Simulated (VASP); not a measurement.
Write the native input for VASP 6.6.1 that does the following.

```yaml
Task: single point
Functional: PBE
Potentials_or_basis: VASP PAW PBE potentials, release 64 (Zn)
Cutoff: 520 eV
k_mesh: 14 × 14 × 7
Occupations: fermi-dirac, width 1 eV
Spin: no spin polarisation
Dipole_correction: no
Further_INCAR_settings: ALGO = Normal; EDIFF = 1e-06; NBANDS = 19
```

The structure of Zn lies in POSCAR:

```
Zn
1.0
    2.6556370042      0.0000000000      0.0000000000
   -1.3278185021      2.2998491089      0.0000000000
    0.0000000000      0.0000000000      4.9624616040
Zn
2
Direct
    0.3333333333      0.6666666667      0.2500000000
    0.6666666667      0.3333333333      0.7500000000
```

These files were run (other wordings do the same):

INCAR

```
  PREC = Accurate
  ENCUT = 520
  EDIFF = 1E-6
  ISMEAR = -1
  SIGMA = 1.0
  LREAL = False
  LASPH = True
  NELM = 100
  ALGO = Normal
  ISIF = 2
  LWAVE = False
  LCHARG = False
  GGA = PE
  NBANDS = 19
```

KPOINTS

```
regular mesh
0
Gamma
  14 14 7
```

Potentials or basis: VASP PAW PBE potentials, release 64 (Zn).

Run with:

```console
$ cat potpaw_PBE.64/Zn/POTCAR > POTCAR
$ mpirun -np 1 vasp_std > vasp.out
```

It gave:

```
Pressure               : 5.6 GPa
Band gap on the k mesh : zero (band 12 reaches 4.59 eV, above the bottom of band 13 at 0.02 eV)
```

Wall time 28 s on 1 thread of Intel(R) Xeon(R) Platinum 8488C (Sapphire Rapids) (shared host), peak memory 0.17 GiB.
